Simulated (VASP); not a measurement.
# KAlPb3 (P6_3/mmc) in VASP: a series of runs

KAlPb3 is run at these levels: PBE; tasks: single point.

Everything below comes from runs of VASP 6.6.1. Logs are shortened: lines on timing, memory, paths and dates and some standing lists are left out, and cuts for length are marked.

**1. The cell of the first run**

It takes space group P6_3/mmc (No. 194, hexagonal). The conventional cell has a = 7.345 Å, b = 7.345 Å, c = 6.275 Å, α = 90.00°, β = 90.00°, γ = 120.00°. K (site symmetry -6m2) has 12 Pb at 3.68 to 3.94 Å and 6 Al at 4.52 Å within 4.8 Å. Within 3.2 Å of Al (site symmetry -3m) lie 6 Pb at 2.43 Å and 2 Al at 3.14 Å. Pb (site symmetry mm2) has 2 Al at 2.43 Å and 2 Pb at 3.22 Å within 3.3 Å.

**2. Single point, PBE**

INCAR reads:

```
  ALGO = Normal
  EDIFF = 1E-6
  ENCUT = 500
  GGA = PE
  GGA_COMPAT = False
  ISIF = 2
  ISMEAR = 0
  LASPH = True
  LCHARG = True
  LELF = True
  LREAL = False
  LVHAR = True
  LWAVE = False
  NBANDS = 65
  NELM = 120
  PREC = Accurate
  SIGMA = 0.1
```

KPOINTS reads:

```
k-points
0
Gamma
  3 3 4
```

POSCAR reads:

```
KAlPb3
1.0
    7.3446343079      0.0000000000      0.0000000000
   -3.6723171539      6.3606398921      0.0000000000
    0.0000000000      0.0000000000      6.2749007142
K Al Pb
2 2 6
Direct
    0.3333333333      0.6666666667      0.7500000000
    0.6666666667      0.3333333333      0.2500000000
    0.0000000000      0.0000000000      0.5000000000
    0.0000000000      0.0000000000      0.0000000000
    0.1460000000      0.2919999999      0.2500000000
    0.8540000000      0.1460000000      0.7500000000
    0.8540000000      0.7080000001      0.7500000000
    0.1460000000      0.8540000000      0.2500000000
    0.7080000001      0.8540000000      0.2500000000
    0.2919999999      0.1460000000      0.7500000000
```

Potentials or basis: VASP PAW PBE potentials, release 64 (K_sv, Al, Pb_d).

Started as:

```sh
> cat potpaw_PBE.64/K_sv/POTCAR potpaw_PBE.64/Al/POTCAR potpaw_PBE.64/Pb_d/POTCAR > POTCAR
> mpirun -np 1 vasp_std > vasp.out
```

OUTCAR:

```text
EDIFF = 1E-6
   ENCUT = 500
   GGA = PE
   ISIF = 2
   ISMEAR = 0
   LASPH = True
   LREAL = False
   NELM = 120
   PREC = Accurate

 ion  position               nearest neighbor table
   1  0.333  0.667  0.750-  10 3.68  10 3.68   6 3.68   6 3.68   7 3.68   7 3.68   8 3.94   8 3.94
                             5 3.94   5 3.94   9 3.94   9 3.94
   2  0.667  0.333  0.250-   9 3.68   9 3.68   8 3.68   8 3.68   5 3.68   5 3.68   6 3.94   6 3.94
                             7 3.94   7 3.94  10 3.94  10 3.94
   3  0.000  0.000  0.500-   5 2.43   7 2.43   9 2.43  10 2.43   6 2.43   8 2.43   4 3.14   4 3.14

   4  0.000  0.000  0.000-   5 2.43   7 2.43   9 2.43  10 2.43   6 2.43   8 2.43   3 3.14   3 3.14

   5  0.146  0.292  0.250-   3 2.43   4 2.43   8 3.22   9 3.22  10 3.65  10 3.65   6 3.65   6 3.65
                             2 3.68   2 3.68   1 3.94   1 3.94   8 4.13   9 4.13
   6  0.854  0.146  0.750-   3 2.43   4 2.43   7 3.22  10 3.22   9 3.65   9 3.65   5 3.65   5 3.65
                             1 3.68   1 3.68   2 3.94   2 3.94   7 4.13  10 4.13
   7  0.854  0.708  0.750-   3 2.43   4 2.43   6 3.22  10 3.22   9 3.65   9 3.65   8 3.65   8 3.65
                             1 3.68   1 3.68   2 3.94   2 3.94   6 4.13  10 4.13
   8  0.146  0.854  0.250-   3 2.43   4 2.43   5 3.22   9 3.22  10 3.65  10 3.65   7 3.65   7 3.65
                             2 3.68   2 3.68   1 3.94   1 3.94   5 4.13   9 4.13
   9  0.708  0.854  0.250-   3 2.43   4 2.43   5 3.22   8 3.22   7 3.65   7 3.65   6 3.65   6 3.65
                             2 3.68   2 3.68   1 3.94   1 3.94   5 4.13   8 4.13
  10  0.292  0.146  0.750-   3 2.43   4 2.43   7 3.22   6 3.22   5 3.65   5 3.65   8 3.65   8 3.65
                             1 3.68   1 3.68   2 3.94   2 3.94   7 4.13   6 4.13

  LATTYP: Found a hexagonal cell.
 ALAT       =     7.3446343079
 C/A-ratio  =     0.8543516874

  Lattice vectors:

 A1 = (   7.3446343079,   0.0000000000,   0.0000000000)
 A2 = (  -3.6723171539,   6.3606398921,   0.0000000000)
 A3 = (   0.0000000000,   0.0000000000,   6.2749007142)

Analysis of symmetry for initial positions (statically):
=====================================================================
 Subroutine PRICEL returns:
 Original cell was already a primitive cell.

 Routine SETGRP: Setting up the symmetry group for a
 hexagonal supercell.

 Subroutine GETGRP returns: Found 24 space group operations
 (whereof 12 operations were pure point group operations)
 out of a pool of 24 trial point group operations.

The static configuration has the point symmetry D_3d.
 The point group associated with its full space group is D_6h.

Analysis of symmetry for dynamics (positions and initial velocities):
=====================================================================
 Subroutine PRICEL returns:
 Original cell was already a primitive cell.

 Routine SETGRP: Setting up the symmetry group for a
 hexagonal supercell.

 Subroutine GETGRP returns: Found 24 space group operations
 (whereof 12 operations were pure point group operations)
 out of a pool of 24 trial point group operations.

The dynamic configuration has the point symmetry D_3d.
 The point group associated with its full space group is D_6h.

 Subroutine INISYM returns: Found 24 space group operations
 (whereof 12 operations are pure point group operations),
 and found     1 'primitive' translations

----------------------------------------------------------------------------------------

                                     Primitive cell

  volume of cell :     293.1419

  direct lattice vectors                    reciprocal lattice vectors
     7.344634308  0.000000000  0.000000000     0.136153818  0.078608443  0.000000000
    -3.672317154  6.360639892  0.000000000     0.000000000  0.157216887  0.000000000
     0.000000000  0.000000000  6.274900714     0.000000000  0.000000000  0.159365071

  length of vectors
     7.344634308  7.344634308  6.274900714     0.157216887  0.157216887  0.159365071

  position of ions in fractional coordinates (direct lattice)
     0.333333333  0.666666667  0.750000000
     0.666666667  0.333333333  0.250000000
     0.000000000  0.000000000  0.500000000
     0.000000000  0.000000000  0.000000000
     0.146000000  0.292000000  0.250000000
     0.854000000  0.146000000  0.750000000
     0.854000000  0.708000000  0.750000000
     0.146000000  0.854000000  0.250000000
     0.708000000  0.854000000  0.250000000
     0.292000000  0.146000000  0.750000000

  ion indices of the primitive-cell ions
   primitive index   ion index
                 1           1
                 2           2
                 3           3
                 4           4
                 5           5
                 6           6
                 7           7
                 8           8
                 9           9
                10          10

----------------------------------------------------------------------------------------

 KPOINTS: k-points

Automatic generation of k-mesh.
 Grid dimensions read from file:
 generate k-points for:    3    3    4

 Generating k-lattice:

  Cartesian coordinates                     Fractional coordinates (reciprocal lattice)
     0.045384606  0.026202814  0.000000000     0.333333333  0.000000000  0.000000000
     0.000000000  0.052405629  0.000000000     0.000000000  0.333333333  0.000000000
     0.000000000  0.000000000  0.039841268     0.000000000  0.000000000  0.250000000

  Length of vectors
     0.052405629  0.052405629  0.039841268

  Shift w.r.t. Gamma in fractional coordinates (k-lattice)
     0.000000000  0.000000000  0.000000000

 Subroutine IBZKPT returns following result:
 ===========================================

 Found      9 irreducible k-points:

 Following reciprocal coordinates:
            Coordinates               Weight
  0.000000  0.000000  0.000000      1.000000
  0.333333 -0.000000  0.000000      6.000000
  0.333333  0.333333  0.000000      2.000000
  0.000000  0.000000  0.250000      2.000000
  0.333333 -0.000000  0.250000     12.000000
  0.333333  0.333333  0.250000      4.000000
  0.000000  0.000000  0.500000      1.000000
  0.333333 -0.000000  0.500000      6.000000
  0.333333  0.333333  0.500000      2.000000
   k-points           NKPTS =      9   k-points in BZ     NKDIM =      9   number of bands    NBANDS=     65
   number of dos      NEDOS =    301   number of ions     NIONS =     10
   total plane-waves  NPLWV = 139968
   dimension x,y,z NGX =    54 NGY =   54 NGZ =   48
   dimension x,y,z NGXF=   108 NGYF=  108 NGZF=   96
   ions per type =               2   2   6
   NGX,Y,Z   is equivalent  to a cutoff of  12.22, 12.22, 12.72 a.u.
   NGXF,Y,Z  is equivalent  to a cutoff of  24.45, 24.45, 25.43 a.u.
 SYSTEM =  unknown system
   PREC   = accura    normal or accurate (medium, high low for compatibility)
   ISTART =      0    job   : 0-new  1-cont  2-samecut
   ICHARG =      2    charge: 1-file 2-atom 10-const
   ISPIN  =      1    spin polarized calculation?
   LNONCOLLINEAR =      F non collinear calculations
   LSORBIT =      F    spin-orbit coupling
   LASPH  =      T    aspherical Exc in radial PAW
   ENCUT  =  500.0 eV  36.75 Ry    6.06 a.u.  13.39 13.39 11.44*2*pi/ulx,y,z
   NELM   =    120;   NELMIN=  2; NELMDL= -5     # of ELM steps
   EDIFF  = 0.1E-05   stopping-criterion for ELM
   LREAL  =      F    real-space projection
   EDIFFG = 0.1E-04   stopping-criterion for IOM
   NSW    =      0    number of steps for IOM
   IBRION =     -1    ionic relax: 0-MD 1-quasi-New 2-CG
   NFREE  =      0    steps in history (QN), initial steepest desc. (CG)
   ISIF   =      2    stress and relaxation
   ISYM   =      2    0-nonsym 1-usesym 2-fastsym
   POTIM  = 0.5000    time-step for ionic-motion
   TEBEG  =    0.0;   TEEND  =   0.0 temperature during run
   PSTRESS=    0.0 pullay stress
   NELECT =     108.0000    total number of electrons
   NUPDOWN=      -1.0000    fix difference up-down
   EMIN   =  10.00;   EMAX   =-10.00  energy-range for DOS
   EFERMI =   0.00;   METHOD = LEGACY
   ISMEAR =     0;   SIGMA  =   0.10  broadening in eV -4-tet -1-fermi 0-gaus
   EFERMI_NEDOS =   21; number of points for ismear=-14 and -15
   IALGO  =     38    algorithm
   IMIX   =      4    mixing-type and parameters
     AMIX     =   0.40;   BMIX     =  1.00
     AMIX_MAG =   1.60;   BMIX_MAG =  1.00
  volume/ion in A,a.u.               =      29.31       197.82
  Fermi-wavevector in a.u.,A,eV,Ry     =   1.173609  2.217800 18.740098  1.377358
  Thomas-Fermi vector in A             =   2.310019
   LORBIT       =      0    0 simple, 1 ext, 2 COOP (PROOUT), +10 PAW based schemes
   GGA     = PE    functional components
   LHFCALC =     F    Hartree Fock is set to
   AEXX    =    0.0000 exact exchange contribution
   IVDW    =     0    specifies the selected vdW correction
   LEPSILON=     F    determine dielectric tensor
   LRPA    =     F    only Hartree local field effects (RPA)
 non-spin polarized calculation
 Gauss-broadening in eV      SIGMA  =   0.10
  energy-cutoff  :      500.00
  volume of cell :      293.14
 maximum number of plane-waves:      7529
 NGX is ok and might be reduce to    54
   NGX = 27   NGY = 27   NGZ = 23

 number of electron     107.9999988 magnetization

 Free energy of the ion-electron system (eV)
  ---------------------------------------------------
  ext. energy  EPLUGINS =         0.00000000
  ---------------------------------------------------
  free energy    TOTEN  =       -22.01683032 eV

  energy without entropy =      -21.94848399  energy(sigma->0) =      -21.98265716

 E-fermi :   5.8460     XC(G=0):  -9.1731

 val. band max:        5.8335251784   @ k =   0.3333  -0.0000   0.0000
 cond. band min:       5.8481936351   @ k =   0.3333  -0.0000   0.2500
 fundamental gap:      0.0146684566
 Fermi energy:         5.8459701687

 k-point     1 :       0.0000    0.0000    0.0000
  band No.  band energies     occupation
      1     -25.5704      2.00000
      2     -25.5696      2.00000
      3     -12.0799      2.00000
      4     -12.0150      2.00000
      5     -11.9463      2.00000
      6     -11.7987      2.00000
[... 601 lines left out ...]
     64       9.6088      0.00000
     65      10.0470      0.00000

------------------------ aborting loop because EDIFF is reached ----------------------------------------

  FORCE on cell =-STRESS in cart. coord.  units (eV):
  Direction    XX          YY          ZZ          XY          YZ          ZX
  --------------------------------------------------------------------------------------
  -------------------------------------------------------------------------------------
  Total       33.4200748     33.4200748     44.3047255      0.0000000      0.0000000      0.0000000
  in kB      182.6586132    182.6586132    242.1490602      0.0000000      0.0000000      0.0000000
  external PRESSURE =     202.4887622 kB  Pullay stress =       0.0000000 kB

 VOLUME and BASIS-vectors are now :
 -----------------------------------------------------------------------------
  energy-cutoff  :      500.00
  volume of cell :      293.14
      direct lattice vectors                 reciprocal lattice vectors
     7.344634308  0.000000000  0.000000000     0.136153818  0.078608443  0.000000000
    -3.672317154  6.360639892  0.000000000     0.000000000  0.157216887  0.000000000
     0.000000000  0.000000000  6.274900714     0.000000000  0.000000000  0.159365071

 POSITION                                       TOTAL-FORCE (eV/Angst)
 -----------------------------------------------------------------------------------
     -0.00000      4.24043      4.70618        -0.000000     -0.000000      0.000000
      3.67232      2.12021      1.56873         0.000000     -0.000000      0.000000
      0.00000      0.00000      3.13745         0.000000     -0.000000      0.000000
      0.00000      0.00000      0.00000         0.000000     -0.000000      0.000000
      0.00000      1.85731      1.56873         0.000000      5.577399     -0.000000
      5.73616      0.92865      4.70618        -4.830169      2.788699      0.000000
      3.67232      4.50333      4.70618        -0.000000     -5.577399      0.000000
     -2.06384      5.43199      1.56873         4.830169     -2.788699      0.000000
      2.06384      5.43199      1.56873        -4.830169     -2.788699      0.000000
      1.60847      0.92865      4.70618         4.830169      2.788699      0.000000
 -----------------------------------------------------------------------------------
    total drift:                               -0.000001      0.000001     -0.000000

  FREE ENERGIE OF THE ION-ELECTRON SYSTEM (eV)
  ---------------------------------------------------
  free  energy   TOTEN  =       -22.0168303215 eV

  energy  without entropy=      -21.9484839946  energy(sigma->0) =      -21.98265716
```

Run time: 5.2 min. Hardware: 1 thread of Intel Xeon 8259CL, shared host; peak memory 0.45 GiB.

Results:

| Quantity | Value |
| --- | --- |
| Free energy | -22.0168 eV |
| Pressure | 20.2 GPa |
| Largest force | 5.577 eV/Å |
| Band gap on the k mesh | zero (bands 54 and 55 overlap by 1.02 eV) |

Forces on the atoms (eV/Å):
```
K    0.000  0.000  0.000
K    0.000  0.000  0.000
Al   0.000  0.000  0.000
Al   0.000  0.000  0.000
Pb   0.000  5.577  0.000
Pb  -4.830  2.789  0.000
Pb   0.000 -5.577  0.000
Pb   4.830 -2.789  0.000
Pb  -4.830 -2.789  0.000
Pb   4.830  2.789  0.000
```

Stress tensor (GPa, compression positive):
```
18.27  0.00  0.00
 0.00 18.27  0.00
 0.00  0.00 24.21
```

Caveat: the cell stands under pressure; spin-orbit coupling is left out, which moves the levels of the heavy elements; forces of over 1 eV/Å act on the atoms, so gaps and moduli don't describe the material at rest.

**3. Single point, PBE**

This run uses another cell than the first one, of 32.46 Å³/atom.

INCAR reads:

```
PREC = Accurate
ENCUT = 500
EDIFF = 1E-6
ISMEAR = 0
SIGMA = 0.1
LREAL = False
LASPH = True
NELM = 120
ALGO = Normal
ISIF = 2
LWAVE = False
LCHARG = False
GGA = PE
NBANDS = 65
GGA_COMPAT = False
```

KPOINTS reads:

```
regular mesh
0
Gamma
  3 3 4
```

POSCAR reads:

```
KAlPb3
1.0
    8.1991234200      0.0000000000      0.0000000000
   -4.0995617099      7.1006491705      0.0000000000
    0.0000000000      0.0000000000      5.5759112318
K Al Pb
2 2 6
Direct
    0.3333333333      0.6666666667      0.7500000000
    0.6666666667      0.3333333333      0.2500000000
    0.0000000000      0.0000000000      0.5000000000
    0.0000000000      0.0000000000      0.0000000000
    0.1840874318      0.3681748637      0.2500000000
    0.8159125682      0.1840874318      0.7500000000
    0.8159125682      0.6318251363      0.7500000000
    0.1840874318      0.8159125682      0.2500000000
    0.6318251363      0.8159125682      0.2500000000
    0.3681748637      0.1840874318      0.7500000000
```

Potentials or basis: VASP PAW PBE potentials, release 64 (K_sv, Al, Pb_d).

Started as:

```sh
> cat potpaw_PBE.64/K_sv/POTCAR potpaw_PBE.64/Al/POTCAR potpaw_PBE.64/Pb_d/POTCAR > POTCAR
> mpirun -np 1 vasp_std > vasp.out
```

Run time: 4.9 min. Hardware: 1 thread of Intel Xeon 8259CL, shared host; peak memory 0.47 GiB.

It converged, with:

| Quantity | Value |
| --- | --- |
| Free energy | -30.4538 eV |
| Pressure | 0.1 GPa |
| Largest force | 0.013 eV/Å |
| Band gap on the k mesh | zero (bands 54 and 55 overlap by 1.37 eV) |

Forces on the atoms (eV/Å):
```
K    0.000  0.000  0.000
K    0.000  0.000  0.000
Al   0.000  0.000  0.000
Al   0.000  0.000  0.000
Pb   0.000 -0.013  0.000
Pb   0.011 -0.006  0.000
Pb   0.000  0.013  0.000
Pb  -0.011  0.006  0.000
Pb   0.011  0.006  0.000
Pb  -0.011 -0.006  0.000
```

Stress tensor (GPa, compression positive):
```
0.08 0.00 0.00
0.00 0.08 0.00
0.00 0.00 0.17
```

Levels at points of the mesh, in eV from the Fermi level:
```
           k point  band 50  band 51  band 52  band 53  band 54  band 55  band 56  band 57  band 58  band 59
(0.00, 0.00, 0.00)    -1.22    -1.22    -1.04    -1.04     0.80     0.86     0.86     1.13     1.16     1.81
(0.00, 0.00, 0.50)    -2.47    -0.71    -0.71     1.23     1.23     1.23     1.23     1.92     1.92     2.11
```

Caveat: spin-orbit coupling is left out, which moves the levels of the heavy elements.
